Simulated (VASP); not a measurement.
# HC18Cl: single point with PBE+D3(BJ)

HC18Cl, a slab with vacuum:

```
C Cl H
1.0
     7.39800    0.00000    0.00000
    -3.69900    6.40686    0.00000
     0.00000    0.00000   13.00000
C Cl H
18 1 1
Cartesian
  0.0878 -0.0768 0.9714
  1.2268 0.6562 0.8659
  -1.2386 2.1631 0.9387
  0.0312 2.8054 1.0371
  -2.4725 4.2062 0.9511
  -1.3036 4.9908 0.9803
  2.4906 -0.0106 0.9033
  3.6858 0.6418 0.8316
  1.2626 2.0442 0.9878
  2.4802 2.7298 1.1172
  0.0302 4.2617 1.0330
  1.2906 4.9088 1.1286
  4.9853 -0.0265 0.9379
  6.1777 0.6945 0.9623
  3.6788 2.0665 0.8370
  4.9033 2.8019 0.8304
  2.5309 4.1683 1.2758
  3.7019 4.8648 1.1148
  6.8595 1.3794 4.4599
  7.1842 0.3714 3.5091
```

| Item | Value |
| --- | --- |
| Program | VASP 6.6.1 |
| Task | single point |
| Functional | PBE |
| Dispersion | D3(BJ) |
| Potentials or basis | VASP PAW PBE potentials, release 64 (C, Cl, H) |
| Cutoff | 520 eV |
| k mesh | 2 × 2 × 1 |
| Occupations | fermi-dirac, width 0.05 eV |
| Spin | no spin polarisation |
| Dipole correction | no |
| Further INCAR settings | LREAL = Auto; ALGO = Normal; EDIFF = 1e-06; NBANDS = 56 |

| Quantity | Value |
| --- | --- |
| Largest force | 4.774 eV/Å |
| Band gap on the k mesh | 0.31 eV |
| Dispersion energy per atom | -0.088 eV |

Forces on the atoms (eV/Å):
```
C   -4.741 -0.139  0.546
C    1.918 -0.184  0.488
C    1.345 -2.654 -0.419
C   -1.056  0.908 -0.376
C    0.273  0.573  0.257
C    3.752 -2.335 -0.336
C   -1.844 -1.682 -0.109
C    2.468  0.664  0.296
C   -1.428  2.162  0.478
C   -0.354  1.206 -0.685
C   -0.627 -0.529  0.321
C   -0.933  1.459 -0.354
C   -0.804 -1.528  0.481
C    1.384 -0.134 -0.175
C    1.592 -0.063  0.639
C    0.530 -0.325  0.756
C   -2.466 -0.030 -1.221
C    0.984  2.633 -0.549
Cl   0.647 -1.974 -1.813
H   -0.638  1.972  1.775
```

Levels at points of the mesh, in eV from the valence-band top:
| k point | band 38 | band 39 | band 40 | band 41 | band 42 | band 43 |
| --- | --- | --- | --- | --- | --- | --- |
| (0.00, 0.00, 0.00) | -2.38 | -0.10 | 0.00 | 0.31 | 0.41 | 2.74 |
| (0.50, 0.00, 0.00) | -2.36 | -2.29 | -1.85 | 1.46 | 2.45 | 2.55 |
| (0.00, 0.50, 0.00) | -2.44 | -2.20 | -2.07 | 1.90 | 2.30 | 2.47 |
| (0.50, 0.50, 0.00) | -2.36 | -2.24 | -2.14 | 1.94 | 2.23 | 2.53 |

It took 5.7 min on 1 thread of Oxide Virtual Turin-like Processor (shared host), peak memory 0.6 GiB.

Caveat: the k points lie up to 0.49 Å⁻¹ apart; there is no dipole correction, which matters where the two faces differ; semilocal functionals underestimate gaps, and a narrow one can read as zero.
